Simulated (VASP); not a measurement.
# Si in VASP: single point with PBEsol

Aim: the single point of Si with PBEsol.

All numbers are computed with VASP 6.6.1; they aren't measurements. Logs are shortened: lines on timing, memory, paths and dates and some standing lists are left out, and cuts for length are marked.

## 1. The cell of the first run

The cell holds a slab with vacuum, 6 atoms: a = 3.842 Å, b = 3.842 Å, c = 23.791 Å, α = 90.00°, β = 90.00°, γ = 90.00°.

## 2. Single point, PBEsol

INCAR

```
SYSTEM = Si
  PREC = Accurate
  ENCUT = 520
  EDIFF = 1E-6
  ISMEAR = 0
  SIGMA = 0.05
  LREAL = .False.
  LASPH = .True.
  NELM = 100
  ALGO = Normal
  ISIF = 2
  LWAVE = .False.
  LCHARG = .False.
  LDIPOL = .True.
  IDIPOL = 3
  DIPOL = 0.5 0.5 0.500
  GGA = PS
  NBANDS = 21
```

KPOINTS

```
Automatic mesh
0
Gamma
  8 8 1
  0 0 0
```

POSCAR

```
Si
1.0
    3.8417168319      0.0000000000      0.0000000000
    0.0000000000      3.8417168319      0.0000000000
    0.0000000000      0.0000000000     23.7912600581
Si
6
Direct
    0.0000000000      0.5000000000      0.3572740569
    0.0000000000      0.0000000000      0.4143644341
    0.5000000000      0.0000000000      0.4714548114
    0.5000000000      0.5000000000      0.5282109750
    0.0000000000      0.5000000000      0.5853949955
    0.0000000000      0.0000000000      0.6413714544
```

Potentials or basis: VASP PAW PBE potentials, release 64 (Si).

Command:

```bash
$ cat potpaw_PBE.64/Si/POTCAR > POTCAR
$ mpirun -np 1 vasp_std > vasp.out
```

OUTCAR:

```text
SYSTEM = Si
   PREC = Accurate
   ENCUT = 520
   EDIFF = 1E-6
   ISMEAR = 0
   LREAL = .False.
   LASPH = .True.
   NELM = 100
   ISIF = 2
   GGA = PS

 ion  position               nearest neighbor table
   1  0.000  0.500  0.357-   2 2.35   2 2.35
   2  0.000  0.000  0.414-   1 2.35   1 2.35   3 2.35   3 2.35
   3  0.500  0.000  0.471-   4 2.35   4 2.35   2 2.35   2 2.35
   4  0.500  0.500  0.528-   3 2.35   3 2.35   5 2.35   5 2.35
   5  0.000  0.500  0.585-   6 2.34   6 2.34   4 2.35   4 2.35
   6  0.000  0.000  0.641-   5 2.34   5 2.34

  LATTYP: Found a simple tetragonal cell.
 ALAT       =     3.8417168319
 C/A-ratio  =     6.1928718589

  Lattice vectors:

 A1 = (   3.8417168319,   0.0000000000,   0.0000000000)
 A2 = (   0.0000000000,   3.8417168319,   0.0000000000)
 A3 = (   0.0000000000,   0.0000000000,  23.7912600581)

Analysis of symmetry for initial positions (statically):
=====================================================================
 Subroutine PRICEL returns:
 Original cell was already a primitive cell.

 Routine SETGRP: Setting up the symmetry group for a
 simple tetragonal supercell.

 Subroutine GETGRP returns: Found  4 space group operations
 (whereof  4 operations were pure point group operations)
 out of a pool of 16 trial point group operations.

The static configuration has the point symmetry C_2v.

Analysis of symmetry for dynamics (positions and initial velocities):
=====================================================================
 Subroutine PRICEL returns:
 Original cell was already a primitive cell.

 Routine SETGRP: Setting up the symmetry group for a
 simple tetragonal supercell.

 Subroutine GETGRP returns: Found  4 space group operations
 (whereof  4 operations were pure point group operations)
 out of a pool of 16 trial point group operations.

The dynamic configuration has the point symmetry C_2v.

 Subroutine INISYM returns: Found  4 space group operations
 (whereof  4 operations are pure point group operations),
 and found     1 'primitive' translations

----------------------------------------------------------------------------------------

                                     Primitive cell

  volume of cell :     351.1302

  direct lattice vectors                    reciprocal lattice vectors
     3.841716832  0.000000000  0.000000000     0.260300289  0.000000000  0.000000000
     0.000000000  3.841716832  0.000000000     0.000000000  0.260300289  0.000000000
     0.000000000  0.000000000 23.791260058     0.000000000  0.000000000  0.042032242

  length of vectors
     3.841716832  3.841716832 23.791260058     0.260300289  0.260300289  0.042032242

  position of ions in fractional coordinates (direct lattice)
     0.000000000  0.500000000  0.357274057
     0.000000000  0.000000000  0.414364434
     0.500000000  0.000000000  0.471454811
     0.500000000  0.500000000  0.528210975
     0.000000000  0.500000000  0.585394996
     0.000000000  0.000000000  0.641371454

  ion indices of the primitive-cell ions
   primitive index   ion index
                 1           1
                 2           2
                 3           3
                 4           4
                 5           5
                 6           6

----------------------------------------------------------------------------------------

 KPOINTS: Automatic mesh

Automatic generation of k-mesh.
 Grid dimensions read from file:
 generate k-points for:    8    8    1

 Generating k-lattice:

  Cartesian coordinates                     Fractional coordinates (reciprocal lattice)
     0.032537536  0.000000000  0.000000000     0.125000000  0.000000000  0.000000000
     0.000000000  0.032537536  0.000000000     0.000000000  0.125000000  0.000000000
     0.000000000  0.000000000  0.042032242     0.000000000  0.000000000  1.000000000

  Length of vectors
     0.032537536  0.032537536  0.042032242

  Shift w.r.t. Gamma in fractional coordinates (k-lattice)
     0.000000000  0.000000000  0.000000000

 Subroutine IBZKPT returns following result:
 ===========================================

 Found     25 irreducible k-points:

 Following reciprocal coordinates:
            Coordinates               Weight
  0.000000  0.000000  0.000000      1.000000
  0.125000  0.000000  0.000000      2.000000
  0.000000  0.125000  0.000000      2.000000
  0.250000  0.000000  0.000000      2.000000
  0.000000  0.250000  0.000000      2.000000
  0.375000  0.000000  0.000000      2.000000
[... 16 lines left out ...]
  0.500000  0.375000  0.000000      2.000000
 -0.375000  0.500000  0.000000      2.000000
   k-points           NKPTS =     25   k-points in BZ     NKDIM =     25   number of bands    NBANDS=     21
   number of dos      NEDOS =    301   number of ions     NIONS =      6
   total plane-waves  NPLWV = 162000
   dimension x,y,z NGX =    30 NGY =   30 NGZ =  180
   dimension x,y,z NGXF=    60 NGYF=   60 NGZF=  360
   ions per type =               6
   NGX,Y,Z   is equivalent  to a cutoff of  12.98, 12.98, 12.58 a.u.
   NGXF,Y,Z  is equivalent  to a cutoff of  25.96, 25.96, 25.16 a.u.
 SYSTEM =  Si
   PREC   = accura    normal or accurate (medium, high low for compatibility)
   ISTART =      0    job   : 0-new  1-cont  2-samecut
   ICHARG =      2    charge: 1-file 2-atom 10-const
   ISPIN  =      1    spin polarized calculation?
   LNONCOLLINEAR =      F non collinear calculations
   LSORBIT =      F    spin-orbit coupling
   LASPH  =      T    aspherical Exc in radial PAW
   ENCUT  =  520.0 eV  38.22 Ry    6.18 a.u.   7.14  7.14 44.24*2*pi/ulx,y,z
   NELM   =    100;   NELMIN=  2; NELMDL= -5     # of ELM steps
   EDIFF  = 0.1E-05   stopping-criterion for ELM
   LREAL  =      F    real-space projection
   EDIFFG = 0.1E-04   stopping-criterion for IOM
   NSW    =      0    number of steps for IOM
   IBRION =     -1    ionic relax: 0-MD 1-quasi-New 2-CG
   NFREE  =      0    steps in history (QN), initial steepest desc. (CG)
   ISIF   =      2    stress and relaxation
   ISYM   =      2    0-nonsym 1-usesym 2-fastsym
   POTIM  = 0.5000    time-step for ionic-motion
   TEBEG  =    0.0;   TEEND  =   0.0 temperature during run
   PSTRESS=    0.0 pullay stress
   NELECT =      24.0000    total number of electrons
   NUPDOWN=      -1.0000    fix difference up-down
   EMIN   =  10.00;   EMAX   =-10.00  energy-range for DOS
   EFERMI =   0.00;   METHOD = LEGACY
   ISMEAR =     0;   SIGMA  =   0.05  broadening in eV -4-tet -1-fermi 0-gaus
   EFERMI_NEDOS =   21; number of points for ismear=-14 and -15
   IALGO  =     38    algorithm
   IMIX   =      4    mixing-type and parameters
     AMIX     =   0.40;   BMIX     =  1.00
     AMIX_MAG =   1.60;   BMIX_MAG =  1.00
  volume/ion in A,a.u.               =      58.52       394.92
  Fermi-wavevector in a.u.,A,eV,Ry     =   0.669354  1.264896  6.095883  0.448035
  Thomas-Fermi vector in A             =   1.744544
   LORBIT       =      0    0 simple, 1 ext, 2 COOP (PROOUT), +10 PAW based schemes
   GGA     = PS    functional components
   LHFCALC =     F    Hartree Fock is set to
   AEXX    =    0.0000 exact exchange contribution
   IVDW    =     0    specifies the selected vdW correction
   LEPSILON=     F    determine dielectric tensor
   LRPA    =     F    only Hartree local field effects (RPA)
 non-spin polarized calculation
 Gauss-broadening in eV      SIGMA  =   0.05
  energy-cutoff  :      520.00
  volume of cell :      351.13
 maximum number of plane-waves:      9532
 NGX is ok and might be reduce to    30
   NGX = 15   NGY = 15   NGZ = 89

 dipolmoment           0.000000      0.000000      0.054236 electrons x Angstroem

 number of electron      24.0000000 magnetization

 dipolmoment           0.000000      0.000000     -0.001870 electrons x Angstroem

 Free energy of the ion-electron system (eV)
  ---------------------------------------------------
  ext. energy  EPLUGINS =         0.00000000
  ---------------------------------------------------
  free energy    TOTEN  =       -30.37019881 eV

  energy without entropy =      -30.36637605  energy(sigma->0) =      -30.36828743

 E-fermi :  -1.5964     XC(G=0):  -4.0428

 val. band max:       -1.6014849904   @ k =   0.2500   0.0000   0.0000
 cond. band min:      -1.5601148327   @ k =   0.1250   0.1250   0.0000
 fundamental gap:      0.0413701577
 Fermi energy:        -1.5963574707

 k-point     1 :       0.0000    0.0000    0.0000
  band No.  band energies     occupation
      1     -12.9639      2.00000
      2     -11.7428      2.00000
      3      -9.9388      2.00000
      4      -7.6212      2.00000
      5      -4.9911      2.00000
      6      -3.9164      2.00000
[... 13 lines left out ...]
     20       2.1988      0.00000
     21       3.3816      0.00000

 k-point     2 :       0.1250    0.0000    0.0000
  band No.  band energies     occupation
      1     -12.8322      2.00000
      2     -11.6295      2.00000
      3      -9.9208      2.00000
      4      -7.5539      2.00000
      5      -5.4089      2.00000
      6      -4.1556      2.00000
[... 13 lines left out ...]
     20       2.5176      0.00000
     21       3.3107      0.00000

 k-point     3 :       0.0000    0.1250    0.0000
  band No.  band energies     occupation
      1     -12.8307      2.00000
      2     -11.6213      2.00000
      3      -9.7961      2.00000
      4      -7.7243      2.00000
      5      -5.3241      2.00000
      6      -4.5683      2.00000
[... 13 lines left out ...]
     20       2.7084      0.00000
     21       3.3466      0.00000
[... 457 lines left out ...]
 k-point    23 :       0.5000    0.3750    0.0000
  band No.  band energies     occupation
      1     -10.0179      2.00000
      2      -9.6951      2.00000
      3      -9.4801      2.00000
      4      -8.3073      2.00000
      5      -7.4862      2.00000
      6      -7.4124      2.00000
[... 13 lines left out ...]
     20       3.3960      0.00000
     21       4.4654      0.00000

 k-point    24 :      -0.3750    0.5000    0.0000
  band No.  band energies     occupation
      1      -9.9670      2.00000
      2      -9.9386      2.00000
      3      -8.3298      2.00000
      4      -8.3115      2.00000
      5      -8.1384      2.00000
      6      -8.1209      2.00000
[... 13 lines left out ...]
     20       3.4885      0.00000
     21       4.0821      0.00000

 [... further k-points ...]

------------------------ aborting loop because EDIFF is reached ----------------------------------------

 vacuum level on the upper side and lower side of the slab       (xc-potential included)        -0.119        -0.097

  FORCE on cell =-STRESS in cart. coord.  units (eV):
  Direction    XX          YY          ZZ          XY          YZ          ZX
  --------------------------------------------------------------------------------------
  -------------------------------------------------------------------------------------
  Total       -3.7194252     -0.1966790     -0.1844689      0.0000000      0.0000000      0.0000000
  in kB      -16.9714235     -0.8974297     -0.8417162      0.0000000      0.0000000      0.0000000
  external PRESSURE =      -6.2368565 kB  Pullay stress =       0.0000000 kB

 VOLUME and BASIS-vectors are now :
 -----------------------------------------------------------------------------
  energy-cutoff  :      520.00
  volume of cell :      351.13
      direct lattice vectors                 reciprocal lattice vectors
     3.841716832  0.000000000  0.000000000     0.260300289  0.000000000  0.000000000
     0.000000000  3.841716832  0.000000000     0.000000000  0.260300289  0.000000000
     0.000000000  0.000000000 23.791260058     0.000000000  0.000000000  0.042032242

 POSITION                                       TOTAL-FORCE (eV/Angst)
 -----------------------------------------------------------------------------------
      0.00000      1.92086      8.50000         0.000000      0.000000      0.155382
      0.00000      0.00000      9.85825         0.000000      0.000000     -0.152875
      1.92086      0.00000     11.21650         0.000000      0.000000     -0.012138
      1.92086      1.92086     12.56680         0.000000      0.000000      0.000386
      0.00000      1.92086     13.92728         0.000000      0.000000     -0.000196
      0.00000      0.00000     15.25904         0.000000      0.000000      0.009441
 -----------------------------------------------------------------------------------
    total drift:                               -0.000000      0.000000      0.000005

  FREE ENERGIE OF THE ION-ELECTRON SYSTEM (eV)
  ---------------------------------------------------
  free  energy   TOTEN  =       -30.3701988094 eV

  energy  without entropy=      -30.3663760519  energy(sigma->0) =      -30.36828743

 vacuum level on the upper side and lower side of the slab         3.663         3.686
```

Wall time 6.6 min (1 thread of Intel Xeon Platinum 8259CL at 2.50GHz (Skylake/Cascade Lake), shared host); peak memory 0.45 GiB.

What came out:

* Free energy: -30.3702 eV
* Largest force: 0.155 eV/Å
* Band gap on the k mesh: zero (band 12 reaches -1.13 eV, above the bottom of band 13 at -2.19 eV)

Forces on the atoms (eV/Å):
```
Si   0.000  0.000  0.155
Si   0.000  0.000 -0.153
Si   0.000  0.000 -0.012
Si   0.000  0.000  0.000
Si   0.000  0.000  0.000
Si   0.000  0.000  0.009
```

Levels at points of the mesh, in eV from the Fermi level:
```tsv
k point	band 8	band 9	band 10	band 11	band 12	band 13	band 14	band 15	band 16	band 17
(0.00, 0.00, 0.00)	-1.33	-1.12	-0.76	-0.26	0.46	1.19	1.21	1.72	2.27	2.65
(0.50, 0.00, 0.00)	-1.12	-0.92	-0.89	-0.75	-0.54	0.40	0.60	2.64	2.64	2.91
(0.00, 0.50, 0.00)	-2.54	-1.06	-1.04	-0.59	-0.59	2.47	2.49	2.52	2.52	3.73
(0.50, 0.50, 0.00)	-3.23	-3.00	-2.97	-0.61	-0.60	-0.59	-0.57	2.56	2.59	2.67
```

Caveat: the PAW data sets were made with another functional, which shifts forces and pressure a little.
